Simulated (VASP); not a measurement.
Write the native input for VASP 6.6.1 that does the following.

| Quantity | Value |
| --- | --- |
| Task | single point |
| Functional | LDA |
| Potentials or basis | VASP PAW LDA potentials, release 64 (Hf_pv, O) |
| Cutoff | 520 eV |
| k mesh | 6 × 6 × 8 |
| Occupations | gaussian, width 0.05 eV |
| Spin | no spin polarisation |
| Dipole correction | no |
| Further INCAR settings | ALGO = Normal; EDIFF = 1e-06; NBANDS = 31 |

The structure of HfO2 lies in POSCAR:

```
HfO2
1.0
    4.8135329900      0.0000000000      0.0000000000
    0.0000000000      4.8135329900      0.0000000000
    0.0000000000      0.0000000000      3.2054154100
Hf O
2 4
Direct
    0.0000000000      0.0000000000      0.0000000000
    0.5000000000      0.5000000000      0.5000000000
    0.2264401947      0.8365299547      0.5472807503
    0.3050448800      0.3050448800      0.0000000000
    0.6949551200      0.6949551200      0.0000000000
    0.8050448800      0.1949551200      0.5000000000
```

This cell differs from its parent crystal: atom 3 (O) moved +0.263 Å along Cartesian [1 1 1].

The input as run:

INCAR

```
PREC = Accurate
ENCUT = 520
EDIFF = 1E-6
ISMEAR = 0
SIGMA = 0.05
LREAL = False
LASPH = True
NELM = 60
ALGO = Normal
ISIF = 2
LWAVE = False
LCHARG = True
GGA = CA
LELF = True
LVHAR = True
NBANDS = 31
```

KPOINTS

```
regular mesh
0
Gamma
  6 6 8
```

Potentials or basis: VASP PAW LDA potentials, release 64 (Hf_pv, O).

Launch:

```sh
$ cat potpaw_LDA.64/Hf_pv/POTCAR potpaw_LDA.64/O/POTCAR > POTCAR
$ mpirun -np 1 vasp_std > vasp.out
```

It gave:

```json
{
  "Pressure": "-5.6 GPa",
  "Largest force": "1.802 eV/Å",
  "Band gap on the k mesh": "3.80 eV, direct"
}
```

Caveat: the cell differs from its parent crystal (atom 3 (O) moved +0.263 Å along Cartesian [1 1 1]); spin-orbit coupling is left out, which moves the levels of the heavy elements; forces of over 1 eV/Å act on the atoms, so gaps and moduli don't describe the material at rest.

Wall time 7.4 min on 1 thread of Oxide Virtual Turin-like Processor, on a shared host, peak memory 0.32 GiB.
